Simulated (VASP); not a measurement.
# C (Cmce) in VASP: notebook, part 3 of 3

VASP 6.6.1. Earlier steps stand in the parts before.

### Step 6. Relaxation of cell and atoms, PBE

This run uses another cell than the first one, of 6.02 Å³/atom, 1.056 times its volume.

Input file INCAR:

```
SYSTEM = C
ALGO     = Normal         ! electronic algorithm
EDIFF    = 1E-6           ! SCF threshold, eV
EDIFFG   = -0.01          ! ionic threshold
ENCUT    = 600            ! plane-wave cutoff, eV
GGA      = PE             ! functional
IBRION   = 2              ! ionic algorithm
ISIF     = 3              ! what is computed and relaxed
ISMEAR   = 0              ! smearing method
LASPH    = .True.         ! aspherical terms in the spheres
LCHARG   = .False.        ! write CHGCAR
LREAL    = .False.        ! projectors in reciprocal space
LWAVE    = .False.        ! write WAVECAR
NELM     = 60             ! most SCF steps
NSW      = 100            ! ionic steps
PREC     = Accurate       ! precision mode
SIGMA    = 0.02           ! smearing width, eV
```

Input file KPOINTS:

```
k-points
0
Gamma
  8 8 6
  0 0 0
```

Input file POSCAR:

```
C
1.0
    2.1818749758     -2.5261702978      0.0000000000
    2.1818749758      2.5261702978      0.0000000000
    0.0000000000      0.0000000000      4.3704703844
C
8
Direct
    0.3155549598      0.0458621553      0.4103080283
    0.4541378447      0.1844450402      0.0896919717
    0.0458621553      0.3155549598      0.5896919717
    0.1844450402      0.4541378447      0.9103080283
    0.9541378447      0.6844450402      0.4103080283
    0.6844450402      0.9541378447      0.5896919717
    0.8155549598      0.5458621553      0.0896919717
    0.5458621553      0.8155549598      0.9103080283
```

Potentials or basis: VASP PAW PBE potentials, release 64 (C).

The run is started by

```
$ cat potpaw_PBE.64/C/POTCAR > POTCAR
$ mpirun -np 1 vasp_std > vasp.out
```

Run time: 65 s. Hardware: 1 thread of Intel Xeon Platinum 8488C (Sapphire Rapids), shared host; peak memory 0.21 GiB.

The run converged. Its results:

```yaml
Free_energy: -71.1063 eV
Pressure_after_relaxing: 0.0 GPa
Largest_force_after_relaxing: 0.004 eV/Å
Band_gap_on_the_k_mesh: 2.74 eV, indirect (least direct gap 4.64 eV)
```

Forces in eV/Å, atoms in the order of the input:
```
C    0.003  0.002 -0.002
C   -0.003  0.002  0.002
C    0.003 -0.002  0.002
C   -0.003 -0.002 -0.002
C   -0.003  0.002 -0.002
C   -0.003 -0.002  0.002
C    0.003  0.002  0.002
C    0.003 -0.002 -0.002
```

Final structure:
```
CELL_PARAMETERS angstrom
2.18187 -2.52617 0.00000
2.18187 2.52617 0.00000
0.00000 0.00000 4.37047
ATOMIC_POSITIONS crystal
C 0.31555 0.04586 0.41031
C 0.45414 0.18444 0.08969
C 0.04586 0.31555 0.58969
C 0.18444 0.45414 0.91031
C 0.95414 0.68444 0.41031
C 0.68444 0.95414 0.58969
C 0.81556 0.54586 0.08969
C 0.54586 0.81556 0.91031
```

Levels at points of the mesh, in eV from the valence-band top:
```csv
k point,band 12,band 13,band 14,band 15,band 16,band 17,band 18,band 19,band 20,band 21
"(0.00, 0.00, 0.00)",-5.41,-5.14,-4.02,-2.60,-1.87,2.76,3.73,4.98,6.73,6.96
"(0.50, 0.00, 0.00)",-4.55,-4.03,-4.03,-3.15,-3.15,4.84,4.84,7.46,7.46,8.04
"(0.50, 0.50, 0.00)",-6.12,-3.08,-0.38,-0.18,0.00,7.09,7.16,7.99,8.49,8.87
"(0.00, 0.00, 0.50)",-6.72,-3.25,-3.25,-2.94,-2.94,4.66,4.66,6.08,6.08,6.47
"(0.50, 0.00, 0.50)",-5.10,-4.76,-4.76,-3.69,-3.69,5.28,5.28,7.12,7.12,8.02
"(0.50, 0.50, 0.50)",-4.59,-2.07,-2.07,-1.89,-1.89,4.75,4.75,7.73,7.73,9.22
```

Caveat: the relaxation stopped at its first step, so nothing moved.

### Step 7. Overview

| task | cell | k mesh | cutoff (eV) | smearing | gap on the mesh (eV) | pressure (GPa) | largest force (eV/Å) |
| --- | --- | --- | --- | --- | --- | --- | --- |
| single point | a = 3.269, b = 3.269, c = 4.305 Å, angles 90.0, 90.0, 97.4°, 8 atoms | 6 × 6 × 4 | 520 | gaussian 0.1 eV | 1.55 | 27.8 | 2.51 |
| single point | a = 3.338, b = 3.338, c = 4.370 Å, angles 90.0, 90.0, 98.4°, 8 atoms | 6 × 6 × 4 | 520 | gaussian 0.1 eV | 2.76 | 0.6 | 0.01 |
| single point | a = 3.338, b = 3.338, c = 4.370 Å, angles 90.0, 90.0, 98.4°, 8 atoms | 8 × 8 × 6 | 520 | gaussian 0.02 eV | 2.74 | 0.6 | 0.01 |
| relaxation of cell and atoms | relaxed from a = 3.269, b = 3.269, c = 4.305 Å, angles 90.0, 90.0, 97.4°, 8 atoms | 6 × 6 × 4 | 600 | gaussian 0.1 eV | 2.76 | 0.3 | 0.03 |
| relaxation of cell and atoms | relaxed from a = 3.338, b = 3.338, c = 4.370 Å, angles 90.0, 90.0, 98.4°, 8 atoms | 8 × 8 × 6 | 600 | gaussian 0.02 eV | 2.74 | 0.0 | - |

Alike in all rows: level PBE; potentials or basis VASP PAW PBE potentials, release 64 (C); no spin polarisation.

Caveats: forces of over 1 eV/Å act on the atoms, so gaps and moduli don't describe the material at rest (some runs); the relaxation stopped at its first step, so nothing moved (some runs).

Total energies depend on the potentials used, so only differences within one code and one set of settings carry meaning.
